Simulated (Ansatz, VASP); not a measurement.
# Zn4SeO3: VASP beside Ansatz

```
Zn Se O
1.0
     6.08577    0.00000    0.00000
    -3.04288    5.27043    0.00000
     0.00000    0.00000    4.27289
Zn Se O
4 1 3
Direct
  0.50000 0.00000 0.00000
  0.00000 0.50000 0.00000
  0.50000 0.50000 0.00000
  0.00000 0.00000 0.50000
  0.00000 0.00000 0.00000
  0.50000 0.00000 0.50000
  0.00000 0.50000 0.50000
  0.50000 0.50000 0.50000
```

Alike in both runs: task relaxation of cell and atoms; functional PBE; k mesh 2 × 2 × 3; occupations gaussian, width 0.15 eV; no spin polarisation.

|  | VASP | Ansatz |
| --- | --- | --- |
| version | VASP 6.6.1 | Ansatz 0.2.0 |
| potentials or method | VASP PAW PBE potentials, release 64 (Zn, Se, O), cutoff 600 eV | scalar-relativistic, plane waves, PAW |
| valence electrons in the cell | 72 | 82 |

Ansatz gave:

- gap on the k mesh at the Fermi level, each at its own relaxed structure (eV): none
- relaxed volume (Å³/atom): 18.25
- relaxed cell length with the largest relative difference (Å): 6.585

Problem. Estimate VASP's values.

Solution. gap on the k mesh at the Fermi level, each at its own relaxed structure (eV): none; relaxed volume (Å³/atom): 17.95; relaxed cell length with the largest relative difference (Å): 6.513.

A gap of «none» marks a metal or a gap that the smearing closes. VASP's potentials hold 72 valence electrons a cell and Ansatz's 82, so a difference there can come from the potentials and not from the codes.

The k mesh is coarse, so the values compare programs but aren't converged.
